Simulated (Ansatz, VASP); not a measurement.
**One calculation of SbS, two programs**

File POSCAR:

```
SbS
1.0
    1.9109276654      1.1032746020      6.0866584899
   -1.9109276654      1.1032746020      6.0866584899
    0.0000000000     -2.2065492041      6.0866584899
Sb S
1 1
Direct
    0.0000000000      0.0000000000      0.0000000000
    0.5000000000      0.5000000000      0.5000000000
```

INCAR.step1

```
PREC = Accurate ; ENCUT = 520
ISMEAR = 0 ; SIGMA = 0.1
LREAL = F ; LASPH = T
NELM = 60 ; NBANDS = 12
GGA = PE ; ALGO = Normal
EDIFF = 1E-4 ; LWAVE = T
LCHARG = F
```

INCAR.step2

```
PREC = Accurate ; ENCUT = 520
EDIFF = 1E-6 ; ISMEAR = 0
SIGMA = 0.1 ; LREAL = F
LASPH = T ; NELM = 60
ALGO = Normal ; ISIF = 2
LWAVE = F ; LCHARG = F
METAGGA = R2SCAN ; LMIXTAU = T
NBANDS = 12 ; ISTART = 1
```

The input KPOINTS:

```
regular mesh
0
Gamma
  6 6 6
```

Input for Ansatz:

```yaml
crystal:
  lattice:
    - [1.9109276654, 1.103274602, 6.0866584899]
    - [-1.9109276654, 1.103274602, 6.0866584899]
    - [0.0, -2.2065492041, 6.0866584899]
  atoms:
    - { symbol: Sb, position: [0.0, 0.0, 0.0] }
    - { symbol: S, position: [0.5, 0.5, 0.5] }
basis:
  ecutwfc: 500
kpoints:
  mp_grid: { grid: [6, 6, 6] }
hamiltonian:
  xc: r2scan
scf:
  occupations: { method: gaussian, width: 0.1 }
  lower_state_search: "off"
output:
  forces: true
  stress: true
  eigenvalues: true
```

Alike in both runs: task single point; functional r2SCAN; k mesh 6 × 6 × 6; occupations gaussian, width 0.1 eV; no spin polarisation.

|  | VASP | Ansatz |
| --- | --- | --- |
| version | VASP 6.6.1 | Ansatz 0.2.0 |
| potentials or method | VASP PAW PBE potentials, release 64 (Sb, S), cutoff 520 eV | scalar-relativistic, plane waves, PAW |
| valence electrons in the cell | 11 | 21 |

Ansatz gave:

| Item | Value |
| --- | --- |
| gap on the k mesh at the Fermi level (eV) | none |
| pressure (GPa) | -11.0 |
| traceless stress, the component that is largest in VASP (GPa) | -2.60 |

Task: Estimate VASP's values.

Result: gap on the k mesh at the Fermi level (eV): none; pressure (GPa): -11.0; traceless stress, the component that is largest in VASP (GPa): -2.59.

VASP's potentials were made for PBE, not for r2SCAN. A gap of «none» marks a metal or a gap that the smearing closes. VASP's potentials hold 11 valence electrons a cell and Ansatz's 21, so a difference there can come from the potentials and not from the codes.

Neither program's run includes spin-orbit coupling.
